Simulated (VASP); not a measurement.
# Al13B3N16 (P1) in VASP: single point with PBEsol

Aim: the single point of Al13B3N16 with PBEsol.

Everything below comes from runs of VASP 6.6.1. Logs are shortened: lines on timing, memory, paths and dates and some standing lists are left out, and cuts for length are marked.

## 1. The cell of the first run

The typed cell holds 96 atoms: a = 9.047 Å, b = 10.439 Å, c = 9.663 Å, α = 90.00°, β = 90.00°, γ = 90.00°.

## 2. Single point, PBEsol

Input file INCAR:

```
SYSTEM = Al13B3N16
PREC = Accurate
ENCUT = 520
EDIFF = 1E-6
ISMEAR = -1
SIGMA = 0.05
LREAL = Auto
LASPH = .TRUE.
NELM = 100
ALGO = Normal
ISIF = 2
LWAVE = .FALSE.
LCHARG = .FALSE.
GGA = PS
ISYM = 0
NBANDS = 246
```

Input file KPOINTS:

```
Automatic mesh
0
Gamma
  1 1 1
  0.25 0.25 0.25
```

Input file POSCAR:

```
Al13B3N16
1.0
    9.0472651410      0.0000000000      0.0000000000
    0.0000000000     10.4389025759      0.0000000000
    0.0000000000      0.0000000000      9.6630523529
Al B N
39 9 48
Direct
    0.1699240000      0.0849930000      0.2543850000
    0.1689370000      0.0839800000      0.7417050000
    0.4922800000      0.0805880000      0.2493600000
    0.4970310000      0.0816470000      0.7473880000
    0.3270010000      0.3312090000      0.2493500000
    0.3299060000      0.3343480000      0.7473200000
    0.1614230000      0.5873680000      0.2478590000
    0.1609650000      0.5868380000      0.7474930000
    0.0056010000      0.8280660000      0.2475000000
    0.0066320000      0.8279250000      0.7486760000
    0.8344160000      0.0904500000      0.2428870000
    0.8324450000      0.0931350000      0.7542090000
    0.6678220000      0.3330090000      0.2336250000
    0.6655140000      0.3315880000      0.7592880000
    0.4956380000      0.5859910000      0.2431480000
    0.4983410000      0.5837540000      0.7538750000
    0.8454280000      0.5791460000      0.2482330000
    0.8440730000      0.5797490000      0.7477270000
    0.6630810000      0.8325520000      0.2498050000
    0.6629600000      0.8321500000      0.7488880000
    0.0034750000      0.1727670000      0.4979850000
    0.9984350000      0.1731820000      0.9984450000
    0.3392100000      0.1726710000      0.9983430000
    0.1599780000      0.4148450000      0.4977970000
    0.1624430000      0.4212980000      0.9980450000
    0.6627110000      0.1691020000      0.4969900000
    0.4979490000      0.4108140000      0.4977430000
    0.3283950000      0.6711580000      0.4982760000
    0.3314200000      0.6682000000      0.9968870000
    0.1723010000      0.9118320000      0.4981630000
    0.1710830000      0.9101110000      0.9978450000
    0.8405730000      0.4168430000      0.4971760000
    0.8385970000      0.4145120000      0.9969980000
    0.6701620000      0.6646180000      0.4977520000
    0.6732750000      0.6599430000      0.0006130000
    0.4893080000      0.9189340000      0.4985660000
    0.4975410000      0.9182900000      0.9985720000
    0.8371110000      0.9135060000      0.5001200000
    0.8321530000      0.9165360000      0.9980890000
    0.0013660000      0.3339450000      0.2510770000
    0.0009310000      0.3334420000      0.7518490000
    0.3320930000      0.8334210000      0.2512460000
    0.3337430000      0.8332720000      0.7522560000
    0.3325210000      0.1674550000      0.5036040000
    0.0012630000      0.6661540000      0.5019180000
    0.0007580000      0.6668760000      0.0017860000
    0.6594330000      0.1674450000      0.0058840000
    0.4961500000      0.4133090000      0.0048970000
    0.0043780000      0.1859210000      0.1950230000
    0.0009100000      0.1862970000      0.6948890000
    0.3314670000      0.1670800000      0.1867610000
    0.3343270000      0.1684850000      0.6719270000
    0.1485590000      0.4108990000      0.1958200000
    0.1474860000      0.4101110000      0.6955160000
    0.0004450000      0.6671940000      0.1661000000
    0.0001600000      0.6671930000      0.6660920000
    0.6599890000      0.1623170000      0.1715940000
    0.6633580000      0.1670180000      0.6877980000
    0.4930480000      0.4176620000      0.1715140000
    0.5000290000      0.4177320000      0.6889620000
    0.3301440000      0.6861260000      0.1930620000
    0.3330500000      0.6837560000      0.6971640000
    0.1845750000      0.9097100000      0.1963400000
    0.1864010000      0.9065200000      0.6949800000
    0.8557530000      0.4051020000      0.1922550000
    0.8506890000      0.4040090000      0.6973960000
    0.6724560000      0.6617600000      0.1943390000
    0.6704600000      0.6617460000      0.6927530000
    0.4794430000      0.9060060000      0.1949660000
    0.4794770000      0.9064610000      0.6952130000
    0.8366500000      0.9184920000      0.1920440000
    0.8378110000      0.9214940000      0.6962720000
    0.1830490000      0.0897930000      0.4522280000
    0.1673570000      0.0826410000      0.9379000000
    0.0001000000      0.3334530000      0.4160030000
    0.0028200000      0.3340010000      0.9165470000
    0.4798020000      0.0940650000      0.4463600000
    0.5172250000      0.0932280000      0.9446500000
    0.3296050000      0.3157670000      0.4467870000
    0.3474960000      0.3464860000      0.9448520000
    0.1488710000      0.5914170000      0.4459910000
    0.1477680000      0.5952550000      0.9449250000
    0.0024210000      0.8144310000      0.4449790000
    0.0001350000      0.8157670000      0.9451610000
    0.8348040000      0.0831760000      0.4380140000
    0.8134680000      0.0969770000      0.9506890000
    0.6689840000      0.3365770000      0.4302990000
    0.6501890000      0.3279320000      0.9581580000
    0.4952330000      0.5799420000      0.4379260000
    0.5017430000      0.5616810000      0.9502530000
    0.3331770000      0.8323080000      0.4159920000
    0.3372330000      0.8329070000      0.9173750000
    0.8550790000      0.5923960000      0.4451500000
    0.8554530000      0.5900510000      0.9442430000
    0.6626960000      0.8364330000      0.4443940000
    0.6638500000      0.8296620000      0.9427570000
```

Potentials or basis: VASP PAW PBE potentials, release 64 (Al, B, N).

Launch:

```
$ cat potpaw_PBE.64/Al/POTCAR potpaw_PBE.64/B/POTCAR potpaw_PBE.64/N/POTCAR > POTCAR
$ mpirun -np 1 vasp_std > vasp.out
```

OUTCAR:

```text
SYSTEM = Al13B3N16
   PREC = Accurate
   ENCUT = 520
   EDIFF = 1E-6
   ISMEAR = -1
   LREAL = Auto
   LASPH = .TRUE.
   NELM = 100
   ISIF = 2
   GGA = PS
   ISYM = 0

 ion  position               nearest neighbor table
   1  0.170  0.085  0.254-  51 1.82  73 1.92  63 1.92  49 1.92   3 2.92   5 2.94  21 2.94  30 2.97
                            11 3.04  23 3.05  22 3.06   9 3.07  31 3.08
   2  0.169  0.084  0.742-  52 1.86  74 1.90  50 1.91  64 1.91  21 2.94  30 2.96   4 2.97   6 2.99
                            12 3.05  10 3.05  23 3.06  22 3.07  31 3.07
   3  0.492  0.081  0.249-  51 1.82  57 1.90  69 1.90  77 1.91   1 2.92  36 2.94  23 2.95  37 2.96
                            26 2.99   5 3.01  19 3.02  13 3.08  11 3.10
   4  0.497  0.082  0.747-  58 1.84  52 1.88  70 1.90  78 1.92  36 2.94  37 2.97   2 2.97  23 2.97
                            26 2.99  20 3.01  14 3.02  12 3.04   6 3.04
   5  0.327  0.331  0.249-  51 1.82  53 1.89  59 1.91  79 1.91   1 2.94  23 2.94  24 2.97  27 2.97
                            25 3.00   3 3.01   7 3.07  15 3.07  13 3.09
   6  0.330  0.334  0.747-  60 1.86  52 1.88  54 1.90  80 1.92  23 2.96  27 2.96  24 2.98   2 2.99
                            25 3.00  16 3.02  14 3.04   4 3.04   8 3.05
   7  0.161  0.587  0.248-  55 1.85  53 1.91  61 1.92  81 1.92  17 2.86   9 2.88  25 2.97  28 2.98
                            29 2.99  24 3.01  15 3.02   5 3.07
   8  0.161  0.587  0.747-  56 1.85  82 1.91  54 1.92  62 1.92  18 2.87  10 2.88  25 2.97  28 2.98
                            29 2.98  24 3.01   6 3.05  16 3.05
   9  0.006  0.828  0.248-  55 1.85  71 1.87  63 1.90  83 1.91   7 2.88  31 2.97  17 2.98  30 2.98
[... 116 lines left out ...]
  95  0.663  0.836  0.444-  38 1.85  36 1.86  34 1.87  19 1.88
  96  0.664  0.830  0.943-  37 1.85  39 1.85  35 1.86  20 1.87

IMPORTANT INFORMATION: All symmetrisations will be switched off!
NOSYMM: (Re-)initialisation of all symmetry stuff for point group C_1.

----------------------------------------------------------------------------------------

                                     Primitive cell

  volume of cell :     912.6127

  direct lattice vectors                    reciprocal lattice vectors
     9.047265141  0.000000000  0.000000000     0.110530639  0.000000000  0.000000000
     0.000000000 10.438902576  0.000000000     0.000000000  0.095795510  0.000000000
     0.000000000  0.000000000  9.663052353     0.000000000  0.000000000  0.103486969

  length of vectors
     9.047265141 10.438902576  9.663052353     0.110530639  0.095795510  0.103486969

  position of ions in fractional coordinates (direct lattice)
     0.169924000  0.084993000  0.254385000
     0.168937000  0.083980000  0.741705000
     0.492280000  0.080588000  0.249360000
     0.497031000  0.081647000  0.747388000
     0.327001000  0.331209000  0.249350000
     0.329906000  0.334348000  0.747320000
[... 88 lines left out ...]
     0.662696000  0.836433000  0.444394000
     0.663850000  0.829662000  0.942757000

  ion indices of the primitive-cell ions
   primitive index   ion index
                 1           1
                 2           2
                 3           3
                 4           4
                 5           5
                 6           6
[... 88 lines left out ...]
                95          95
                96          96

----------------------------------------------------------------------------------------

 KPOINTS: Automatic mesh

Automatic generation of k-mesh.
 Grid dimensions read from file:
[... 27 lines left out ...]
   number of dos      NEDOS =    301   number of ions     NIONS =     96
   total plane-waves  NPLWV = 403200
   dimension x,y,z NGX =    70 NGY =   80 NGZ =   72
   dimension x,y,z NGXF=   140 NGYF=  160 NGZF=  144
   ions per type =              39   9  48
   NGX,Y,Z   is equivalent  to a cutoff of  12.86, 12.74, 12.39 a.u.
   NGXF,Y,Z  is equivalent  to a cutoff of  25.73, 25.48, 24.77 a.u.
 SYSTEM =  Al13B3N16
   PREC   = accura    normal or accurate (medium, high low for compatibility)
   ISTART =      0    job   : 0-new  1-cont  2-samecut
   ICHARG =      2    charge: 1-file 2-atom 10-const
   ISPIN  =      1    spin polarized calculation?
   LNONCOLLINEAR =      F non collinear calculations
   LSORBIT =      F    spin-orbit coupling
   LASPH  =      T    aspherical Exc in radial PAW
   ENCUT  =  520.0 eV  38.22 Ry    6.18 a.u.  16.82 19.41 17.97*2*pi/ulx,y,z
   NELM   =    100;   NELMIN=  2; NELMDL= -5     # of ELM steps
   EDIFF  = 0.1E-05   stopping-criterion for ELM
   LREAL  =      T    real-space projection
   EDIFFG = 0.1E-04   stopping-criterion for IOM
   NSW    =      0    number of steps for IOM
   IBRION =     -1    ionic relax: 0-MD 1-quasi-New 2-CG
   NFREE  =      0    steps in history (QN), initial steepest desc. (CG)
   ISIF   =      2    stress and relaxation
   ISYM   =      0    0-nonsym 1-usesym 2-fastsym
   POTIM  = 0.5000    time-step for ionic-motion
   TEBEG  =    0.0;   TEEND  =   0.0 temperature during run
   PSTRESS=    0.0 pullay stress
   NELECT =     384.0000    total number of electrons
   NUPDOWN=      -1.0000    fix difference up-down
   EMIN   =  10.00;   EMAX   =-10.00  energy-range for DOS
   EFERMI =   0.00;   METHOD = LEGACY
   ISMEAR =    -1;   SIGMA  =   0.05  broadening in eV -4-tet -1-fermi 0-gaus
   EFERMI_NEDOS =   21; number of points for ismear=-14 and -15
   IALGO  =     38    algorithm
   IMIX   =      4    mixing-type and parameters
     AMIX     =   0.40;   BMIX     =  1.00
     AMIX_MAG =   1.60;   BMIX_MAG =  1.00
  volume/ion in A,a.u.               =       9.51        64.15
  Fermi-wavevector in a.u.,A,eV,Ry     =   1.226751  2.318223 20.475651  1.504918
  Thomas-Fermi vector in A             =   2.361740
   LORBIT       =      0    0 simple, 1 ext, 2 COOP (PROOUT), +10 PAW based schemes
   GGA     = PS    functional components
   LHFCALC =     F    Hartree Fock is set to
   AEXX    =    0.0000 exact exchange contribution
   IVDW    =     0    specifies the selected vdW correction
   LEPSILON=     F    determine dielectric tensor
   LRPA    =     F    only Hartree local field effects (RPA)
 non-spin polarized calculation
  energy-cutoff  :      520.00
  volume of cell :      912.61
 maximum number of plane-waves:     24576
 NGX is ok and might be reduce to    70
   NGX = 33   NGY = 39   NGZ = 35

 number of electron     383.9999986 magnetization

 Free energy of the ion-electron system (eV)
  ---------------------------------------------------
  ext. energy  EPLUGINS =         0.00000000
  ---------------------------------------------------
  free energy    TOTEN  =      -763.00484700 eV

  energy without entropy =     -763.00484700  energy(sigma->0) =     -763.00484700

 E-fermi :   7.4756     XC(G=0): -11.4006

 val. band max:        6.2421633475   @ k =   0.2500  -0.2500  -0.2500
 cond. band min:      10.9494262564   @ k =   0.2500  -0.2500  -0.2500
 fundamental gap:      4.7072629089
 Fermi energy:         7.4755579825

 k-point     1 :       0.2500    0.2500    0.2500
  band No.  band energies     occupation
      1      -9.5195      2.00000
      2      -9.2009      2.00000
      3      -9.0648      2.00000
      4      -8.8879      2.00000
      5      -8.7933      2.00000
      6      -8.6402      2.00000
[... 817 lines left out ...]
    203      11.8150      0.00000
    204      11.8732      0.00000
 [bands above 204 left out]

------------------------ aborting loop because EDIFF is reached ----------------------------------------

  FORCE on cell =-STRESS in cart. coord.  units (eV):
  Direction    XX          YY          ZZ          XY          YZ          ZX
  --------------------------------------------------------------------------------------
  -------------------------------------------------------------------------------------
  Total        0.2416061      0.2357189      0.2337049     -0.8628508     -0.4524668     -0.8767026
  in kB        0.4241623      0.4138266      0.4102910     -1.5148156     -0.7943479     -1.5391338
  external PRESSURE =       0.4160933 kB  Pullay stress =       0.0000000 kB

 VOLUME and BASIS-vectors are now :
 -----------------------------------------------------------------------------
  energy-cutoff  :      520.00
  volume of cell :      912.61
      direct lattice vectors                 reciprocal lattice vectors
     9.047265141  0.000000000  0.000000000     0.110530639  0.000000000  0.000000000
     0.000000000 10.438902576  0.000000000     0.000000000  0.095795510  0.000000000
     0.000000000  0.000000000  9.663052353     0.000000000  0.000000000  0.103486969

 POSITION                                       TOTAL-FORCE (eV/Angst)
 -----------------------------------------------------------------------------------
      1.53735      0.88723      2.45814        -0.007612     -0.001438     -0.001969
      1.52842      0.87666      7.16713        -0.003058     -0.000886      0.000187
      4.45379      0.84125      2.40958         0.010382     -0.004632      0.002304
      4.49677      0.85231      7.22205         0.001632     -0.005585      0.005855
      2.95846      3.45746      2.40948         0.002865      0.004948      0.006953
      2.98475      3.49023      7.22139        -0.001876     -0.000095      0.000269
[... 88 lines left out ...]
      5.99559      8.73144      4.29420         0.001040      0.003382      0.001467
      6.00603      8.66076      9.10991        -0.000712     -0.002605     -0.000005
 -----------------------------------------------------------------------------------
    total drift:                                0.017439      0.027462      0.050210

  FREE ENERGIE OF THE ION-ELECTRON SYSTEM (eV)
  ---------------------------------------------------
  free  energy   TOTEN  =      -763.0048470025 eV

  energy  without entropy=     -763.0048470024  energy(sigma->0) =     -763.00484700
```

Run time: 26 min. Hardware: 1 thread of Intel Xeon Platinum 8375C at 2.90GHz (Ice Lake), shared host; peak memory 1.1 GiB.

What came out:

* Free energy: -763.0048 eV
* Pressure: 0.0 GPa
* Largest force: 0.028 eV/Å
* Band gap on the k mesh: 4.71 eV, direct

Forces on the atoms (eV/Å):
```
Al  -0.008 -0.001 -0.002
Al  -0.003 -0.001  0.000
Al   0.010 -0.005  0.002
Al   0.002 -0.006  0.006
Al   0.003  0.005  0.007
Al  -0.002  0.000  0.000
Al   0.004 -0.003  0.004
Al   0.003  0.000  0.002
Al  -0.001  0.002  0.002
Al  -0.002  0.005  0.003
Al   0.000  0.004 -0.003
Al   0.008 -0.007 -0.003
Al   0.000  0.005  0.004
Al   0.003  0.002  0.002
Al   0.004  0.003  0.002
Al   0.001  0.008 -0.004
Al   0.000 -0.006  0.002
Al   0.000 -0.001  0.003
Al   0.005  0.002 -0.001
Al   0.006  0.002 -0.002
Al  -0.002 -0.001  0.002
Al  -0.001 -0.006  0.004
Al  -0.005 -0.003 -0.002
Al   0.005  0.003  0.004
Al  -0.003  0.000  0.001
Al   0.001 -0.006 -0.004
Al  -0.007  0.004 -0.001
Al   0.001 -0.002  0.000
Al   0.000 -0.004  0.004
Al  -0.001  0.004  0.005
Al  -0.006  0.006  0.003
Al  -0.007  0.000  0.006
Al  -0.004 -0.005  0.000
Al  -0.003 -0.004  0.000
Al  -0.004  0.005  0.002
Al   0.002  0.002  0.003
Al  -0.003  0.002  0.005
Al  -0.004 -0.002  0.000
Al   0.005  0.003 -0.004
B    0.008 -0.002 -0.001
B    0.013 -0.002 -0.005
B    0.009 -0.003 -0.004
B    0.009 -0.003 -0.006
B   -0.014 -0.005 -0.003
B   -0.014  0.002 -0.003
B   -0.018 -0.001 -0.002
B   -0.011  0.008 -0.012
B   -0.008 -0.008 -0.010
N    0.000 -0.019 -0.005
N    0.000 -0.019 -0.004
N    0.002  0.002 -0.004
N   -0.002  0.001  0.013
N    0.010  0.006 -0.004
N    0.008  0.002 -0.005
N   -0.003  0.000  0.010
N   -0.003  0.002  0.008
N   -0.005 -0.004  0.019
N   -0.005  0.002  0.001
N   -0.001  0.002  0.018
N    0.001  0.000  0.001
N   -0.002 -0.011 -0.001
N    0.000 -0.012 -0.003
N   -0.019  0.013 -0.008
N   -0.018  0.013 -0.007
N   -0.017  0.014 -0.003
N   -0.021  0.012 -0.005
N   -0.001 -0.005 -0.001
N   -0.002 -0.007  0.000
N    0.009  0.008 -0.005
N    0.007  0.006 -0.006
N    0.000 -0.002  0.005
N    0.002  0.002  0.002
N   -0.008 -0.005 -0.002
N    0.000  0.003 -0.004
N    0.002 -0.002  0.011
N    0.000  0.006  0.015
N    0.022 -0.012 -0.007
N   -0.008 -0.010 -0.002
N    0.004  0.023 -0.004
N   -0.003  0.000 -0.005
N    0.022 -0.014 -0.005
N    0.024 -0.012 -0.008
N    0.003  0.013 -0.007
N    0.004  0.016 -0.005
N   -0.001  0.002  0.004
N    0.022 -0.011 -0.005
N    0.003  0.000 -0.005
N    0.019 -0.002 -0.009
N   -0.002 -0.001  0.000
N   -0.006  0.020 -0.004
N    0.001  0.000  0.014
N    0.005 -0.001  0.015
N   -0.008 -0.002 -0.004
N   -0.008 -0.002 -0.006
N    0.001  0.003  0.001
N   -0.001 -0.003  0.000
```

Levels at points of the mesh, in eV from the valence-band top:
```tsv
k point	band 188	band 189	band 190	band 191	band 192	band 193	band 194	band 195	band 196	band 197
(0.25, 0.25, 0.25)	-0.25	-0.22	-0.16	-0.02	0.00	4.71	4.77	4.88	5.15	5.18
```

Caveat: the k points lie up to 0.69 Å⁻¹ apart; the PAW data sets were made with another functional, which shifts forces and pressure a little. A k mesh can miss the band edges.
